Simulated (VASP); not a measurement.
# Ge (I4_1/amd) in VASP: notebook, part 2 of 2

VASP 6.6.1. The steps go on from the part before.

## (3) Electric field gradients, r2SCAN (18.15 Å³/atom)

This run uses another cell than the first one, of 18.15 Å³/atom.

The input, POSCAR:

```
Ge
1.0
   -2.5572107439      2.5572107439      1.3880337523
    2.5572107439     -2.5572107439      1.3880337523
    2.5572107439      2.5572107439     -1.3880337523
Ge
2
Direct
    0.2500000000      0.7500000000      0.5000000000
    0.5000000000      0.5000000000      0.0000000000
```

The input, INCAR.step1:

```
  PREC = Accurate
  ENCUT = 520
  ISMEAR = -1
  SIGMA = 0.05
  LREAL = F
  LASPH = T
  NELM = 60
  NBANDS = 21
  GGA = PE
  ALGO = Normal
  EDIFF = 1E-4
  LWAVE = T
  LCHARG = F
```

The input, INCAR.step2:

```
  PREC = Accurate
  ENCUT = 520
  EDIFF = 1E-8
  ISMEAR = -1
  SIGMA = 0.05
  LREAL = F
  LASPH = T
  NELM = 60
  ALGO = Normal
  ISIF = 2
  LWAVE = F
  LCHARG = F
  METAGGA = R2SCAN
  LMIXTAU = T
  LEFG = T
  NBANDS = 21
  ISTART = 1
```

The input, KPOINTS:

```
Automatic mesh
0
Gamma
  16 16 16
```

Potentials or basis: VASP PAW PBE potentials, release 64 (Ge_d).

Started as:

```console
> cat potpaw_PBE.64/Ge_d/POTCAR > POTCAR
> cp INCAR.step1 INCAR
> mpirun -np 1 vasp_std > vasp.out
> cp INCAR.step2 INCAR
> mpirun -np 1 vasp_std > vasp.out
```

OUTCAR:

```text
PREC = Accurate
   ENCUT = 520
   EDIFF = 1E-8
   ISMEAR = -1
   LREAL = F
   LASPH = T
   NELM = 60
   ISIF = 2
   METAGGA = R2SCAN
   ISTART = 1

 ion  position               nearest neighbor table
   1  0.250  0.750  0.500-   2 2.65   2 2.65   2 2.65   2 2.65
   2  0.500  0.500  0.000-   1 2.65   1 2.65   1 2.65   1 2.65

  LATTYP: Found a body centered tetragonal cell.
 ALAT       =     5.1144214878
 C/A-ratio  =     0.5427920853

  Lattice vectors:

 A1 = (  -2.5572107439,   2.5572107439,   1.3880337523)
 A2 = (   2.5572107439,  -2.5572107439,   1.3880337523)
 A3 = (   2.5572107439,   2.5572107439,  -1.3880337523)

Analysis of symmetry for initial positions (statically):
=====================================================================
 Subroutine PRICEL returns:
 Original cell was already a primitive cell.

 Routine SETGRP: Setting up the symmetry group for a
 body centered tetragonal supercell.

 Subroutine GETGRP returns: Found 16 space group operations
 (whereof  8 operations were pure point group operations)
 out of a pool of 16 trial point group operations.

The static configuration has the point symmetry D_2d.
 The point group associated with its full space group is D_4h.

Analysis of symmetry for dynamics (positions and initial velocities):
=====================================================================
 Subroutine PRICEL returns:
 Original cell was already a primitive cell.

 Routine SETGRP: Setting up the symmetry group for a
 body centered tetragonal supercell.

 Subroutine GETGRP returns: Found 16 space group operations
 (whereof  8 operations were pure point group operations)
 out of a pool of 16 trial point group operations.
[... 158 lines left out ...]
  band No.  band energies     occupation
      1     -18.6028      2.00000
      2     -18.5526      2.00000
      3     -18.5190      2.00000
      4     -18.5166      2.00000
      5     -18.3958      2.00000
      6     -18.3958      2.00000
[... 565 lines left out ...]
     20      19.4777      0.00000
     21      20.1111      0.00000

 [... further k-points ...]

------------------------ aborting loop because EDIFF is reached ----------------------------------------

  FORCE on cell =-STRESS in cart. coord.  units (eV):
  Direction    XX          YY          ZZ          XY          YZ          ZX
  --------------------------------------------------------------------------------------
  -------------------------------------------------------------------------------------
  Total        0.4217930      0.4217930      0.5910620      0.0000000     -0.0000000      0.0000000
  in kB       18.6130203     18.6130203     26.0825805      0.0000000     -0.0000000      0.0000000
  external PRESSURE =      21.1028737 kB  Pullay stress =       0.0000000 kB

 VOLUME and BASIS-vectors are now :
 -----------------------------------------------------------------------------
  energy-cutoff  :      520.00
  volume of cell :       36.31
      direct lattice vectors                 reciprocal lattice vectors
    -2.557210744  2.557210744  1.388033752     0.000000000  0.195525535  0.360221788
     2.557210744 -2.557210744  1.388033752     0.195525535  0.000000000  0.360221788
     2.557210744  2.557210744 -1.388033752     0.195525535  0.195525535  0.000000000

 POSITION                                       TOTAL-FORCE (eV/Angst)
 -----------------------------------------------------------------------------------
      2.55721      0.00000      0.69402        -0.000000      0.000000     -0.000000
      0.00000      0.00000      1.38803         0.000000     -0.000000      0.000000
 -----------------------------------------------------------------------------------
    total drift:                                0.000000     -0.000000      0.000000

  FREE ENERGIE OF THE ION-ELECTRON SYSTEM (eV)
  ---------------------------------------------------
  free  energy   TOTEN  =       -27.0244399936 eV

  energy  without entropy=      -27.0190632654  energy(sigma->0) =      -27.02175163

 Electric field gradients (V/A^2)
---------------------------------------------------------------------
 ion       V_xx      V_yy      V_zz      V_xy      V_xz      V_yz
---------------------------------------------------------------------
   1     -13.641   -13.641    27.283     0.005     0.005     0.005
   2     -13.641   -13.641    27.283     0.005     0.005     0.005
---------------------------------------------------------------------

 Electric field gradients after diagonalization (V/A^2)
 (convention: |V_zz| > |V_xx| > |V_yy|)
----------------------------------------------------------------------
 ion       V_xx      V_yy      V_zz     asymmetry (V_yy - V_xx)/ V_zz
----------------------------------------------------------------------
   1     -13.646   -13.636    27.283       0.000
   2     -13.646   -13.636    27.283       0.000
----------------------------------------------------------------------

           NMR quadrupolar parameters

 Cq : quadrupolar parameter    Cq=e*Q*V_zz/h
 eta: asymmetry parameters     (V_yy - V_xx)/ V_zz
 Q  : nuclear electric quadrupole moment in mb (millibarn)
----------------------------------------------------------------------
 ion       Cq(MHz)       eta       Q (mb)
----------------------------------------------------------------------
   1       0.066       0.000       1.000
   2       0.066       0.000       1.000
----------------------------------------------------------------------
```

OSZICAR.step1:

```text
N       E                     dE             d eps       ncg     rms          rms(c)
DAV:   1     0.175843901929E+03    0.17584E+03   -0.14099E+04 16800   0.387E+03
DAV:   2     0.149123231586E+02   -0.16093E+03   -0.15592E+03 14713   0.592E+02
DAV:   3    -0.794151050882E+01   -0.22854E+02   -0.22671E+02 16681   0.132E+02
DAV:   4    -0.855730689345E+01   -0.61580E+00   -0.61541E+00 16464   0.255E+01
DAV:   5    -0.856617859796E+01   -0.88717E-02   -0.88715E-02 16605   0.330E+00    0.219E+00
DAV:   6    -0.855290431763E+01    0.13274E-01   -0.17491E-02 19907   0.229E+00    0.125E+00
DAV:   7    -0.854703883353E+01    0.58655E-02   -0.12871E-02 19830   0.173E+00    0.111E-01
DAV:   8    -0.854687716368E+01    0.16167E-03   -0.19865E-03 18486   0.807E-01    0.411E-02
DAV:   9    -0.854687999543E+01   -0.28317E-05   -0.49561E-05 10842   0.113E-01
   1 F= -.85468800E+01 E0= -.85441162E+01  d E =-.552754E-02
```

Run time: 13 min. Hardware: 1 thread of AMD EPYC 9R45 (Zen 5), shared host; peak memory 0.3 GiB.

Results:

- Free energy: -27.0244 eV
- Pressure: 2.1 GPa
- Band gap on the k mesh: zero (bands 14 and 15 overlap by 5.66 eV)
- Largest electric field gradient by atom: Ge +27.3 V/Å²

Levels at points of the mesh, in eV from the Fermi level:
| k point | band 11 | band 12 | band 13 | band 14 | band 15 | band 16 | band 17 | band 18 |
| --- | --- | --- | --- | --- | --- | --- | --- | --- |
| (0.00, 0.00, 0.00) | -14.14 | -4.07 | -2.62 | -2.62 | 3.69 | 8.09 | 8.09 | 8.73 |
| (0.50, 0.00, 0.00) | -8.45 | -6.77 | -2.64 | -2.26 | -1.54 | 2.76 | 3.84 | 5.95 |
| (0.50, 0.50, 0.00) | -11.20 | -11.20 | 0.55 | 0.55 | 2.21 | 2.21 | 8.12 | 8.12 |
| (0.50, 0.50, 0.50) | -9.37 | -9.37 | -6.32 | -6.32 | 6.60 | 6.60 | 11.86 | 11.86 |

Electric field gradients, principal values (V/Å²):
```csv
atom,least,middle,greatest (by size)
1 Ge,-13.636,-13.646,27.283
2 Ge,-13.636,-13.646,27.283
```

Caveat: without QUAD_EFG the Cq values of the log hold for a quadrupole moment of 1 mb, not for the nuclei; the PAW data sets were made with another functional, which shifts forces and pressure a little.

## (4) Electric field gradients, r2SCAN

This run uses another cell than the first one, of 18.52 Å³/atom.

The input, POSCAR:

```
Ge
1.0
   -2.5744897190      2.5744897190      1.3974126432
    2.5744897190     -2.5744897190      1.3974126432
    2.5744897190      2.5744897190     -1.3974126432
Ge
2
Direct
    0.2500000000      0.7500000000      0.5000000000
    0.5000000000      0.5000000000      0.0000000000
```

The input, INCAR.step1:

```
SYSTEM = Ge
ALGO = Normal ; EDIFF = 1E-4
ENCUT = 520 ; GGA = PE
ISMEAR = -1 ; LASPH = .TRUE.
LCHARG = .FALSE. ; LREAL = .FALSE.
LWAVE = .TRUE. ; NBANDS = 21
NELM = 60 ; PREC = Accurate
SIGMA = 0.05
```

The input, INCAR.step2:

```
SYSTEM = Ge
ALGO = Normal ; EDIFF = 1E-8
ENCUT = 520 ; ISIF = 2
ISMEAR = -1 ; ISTART = 1
LASPH = .TRUE. ; LCHARG = .FALSE.
LEFG = .TRUE. ; LMIXTAU = .TRUE.
LREAL = .FALSE. ; LWAVE = .FALSE.
METAGGA = R2SCAN ; NBANDS = 21
NELM = 60 ; PREC = Accurate
SIGMA = 0.05
```

The input, KPOINTS:

```
k-points
0
G
  16 16 16
  0 0 0
```

Potentials or basis: VASP PAW PBE potentials, release 64 (Ge_d).

Started as:

```console
> cat potpaw_PBE.64/Ge_d/POTCAR > POTCAR
> cp INCAR.step1 INCAR
> mpirun -np 1 vasp_std > vasp.out
> cp INCAR.step2 INCAR
> mpirun -np 1 vasp_std > vasp.out
```

OUTCAR:

```text
SYSTEM = Ge
   EDIFF = 1E-8
   ENCUT = 520
   ISIF = 2
   ISMEAR = -1
   ISTART = 1
   LASPH = .TRUE.
   LREAL = .FALSE.
   METAGGA = R2SCAN
   NELM = 60
   PREC = Accurate

 ion  position               nearest neighbor table
   1  0.250  0.750  0.500-   2 2.67   2 2.67   2 2.67   2 2.67
   2  0.500  0.500  0.000-   1 2.67   1 2.67   1 2.67   1 2.67

  LATTYP: Found a body centered tetragonal cell.
 ALAT       =     5.1489794380
 C/A-ratio  =     0.5427920853

  Lattice vectors:

[... 791 lines left out ...]
  FREE ENERGIE OF THE ION-ELECTRON SYSTEM (eV)
  ---------------------------------------------------
  free  energy   TOTEN  =       -27.0304953287 eV

  energy  without entropy=      -27.0249459827  energy(sigma->0) =      -27.02772066

 Electric field gradients (V/A^2)
---------------------------------------------------------------------
 ion       V_xx      V_yy      V_zz      V_xy      V_xz      V_yz
---------------------------------------------------------------------
   1     -13.326   -13.326    26.652     0.004     0.005     0.005
   2     -13.326   -13.326    26.652     0.004     0.005     0.005
---------------------------------------------------------------------

 Electric field gradients after diagonalization (V/A^2)
 (convention: |V_zz| > |V_xx| > |V_yy|)
----------------------------------------------------------------------
 ion       V_xx      V_yy      V_zz     asymmetry (V_yy - V_xx)/ V_zz
----------------------------------------------------------------------
   1     -13.330   -13.322    26.652       0.000
   2     -13.330   -13.322    26.652       0.000
----------------------------------------------------------------------

           NMR quadrupolar parameters

 Cq : quadrupolar parameter    Cq=e*Q*V_zz/h
 eta: asymmetry parameters     (V_yy - V_xx)/ V_zz
 Q  : nuclear electric quadrupole moment in mb (millibarn)
----------------------------------------------------------------------
 ion       Cq(MHz)       eta       Q (mb)
----------------------------------------------------------------------
   1       0.064       0.000       1.000
   2       0.064       0.000       1.000
----------------------------------------------------------------------
```

OUTCAR.step1:

```text
SYSTEM = Ge
   EDIFF = 1E-4
   ENCUT = 520
   GGA = PE
   ISMEAR = -1
   LASPH = .TRUE.
   LREAL = .FALSE.
[... 799 lines left out ...]
      2.57449      0.00000      0.69871         0.000000     -0.000000     -0.000000
      0.00000      0.00000      1.39741        -0.000000      0.000000      0.000000
 -----------------------------------------------------------------------------------
    total drift:                                0.000000     -0.000000      0.000000

  FREE ENERGIE OF THE ION-ELECTRON SYSTEM (eV)
  ---------------------------------------------------
  free  energy   TOTEN  =        -8.5653750269 eV

  energy  without entropy=       -8.5596919788  energy(sigma->0) =       -8.56253350
```

Run time: 21 min. Hardware: 1 thread of Intel Xeon Platinum 8259CL at 2.50GHz (Skylake/Cascade Lake), shared host; peak memory 0.33 GiB.

What came out:

| Property | Result |
| --- | --- |
| Free energy | -27.0305 eV |
| Pressure | 0.4 GPa |
| Band gap on the k mesh | zero (bands 14 and 15 overlap by 5.52 eV) |
| Largest electric field gradient by atom | Ge +26.7 V/Å² |

Levels at points of the mesh, in eV from the Fermi level:
```
           k point  band 12  band 13  band 14  band 15  band 16  band 17
(0.00, 0.00, 0.00)    -4.14    -2.56    -2.56     3.74     7.95     7.95
(0.50, 0.00, 0.00)    -6.68    -2.67    -2.21    -1.50     2.79     3.76
(0.50, 0.50, 0.00)   -11.07     0.55     0.55     2.16     2.16     7.99
(0.50, 0.50, 0.50)    -9.30    -6.18    -6.18     6.51     6.51    11.61
```

Electric field gradients, principal values (V/Å²):
```csv
atom,least,middle,greatest (by size)
1 Ge,-13.322,-13.330,26.652
2 Ge,-13.322,-13.330,26.652
```

Caveat: without QUAD_EFG the Cq values of the log hold for a quadrupole moment of 1 mb, not for the nuclei; the PAW data sets were made with another functional, which shifts forces and pressure a little.

## (5) Summary

| cell | gap on the mesh (eV) | pressure (GPa) |
| --- | --- | --- |
| a = 3.821 Å, angles 97.4, 97.4, 138.0°, 2 atoms | none | 6.1 |
| a = 3.874 Å, angles 97.4, 97.4, 138.0°, 2 atoms | none | 2.1 |
| a = 3.900 Å, angles 97.4, 97.4, 138.0°, 2 atoms | none | 0.4 |

Alike in all rows: task electric field gradients; level r2SCAN; potentials or basis VASP PAW PBE potentials, release 64 (Ge_d); no spin polarisation; k mesh 16 × 16 × 16; cutoff (eV) 520; smearing fermi-dirac 0.05 eV.

Caveats: the PAW data sets were made with another functional, which shifts forces and pressure a little; the cell stands under pressure (at least some runs).

Total energies depend on the potentials used, so only differences within one code and one set of settings carry meaning.
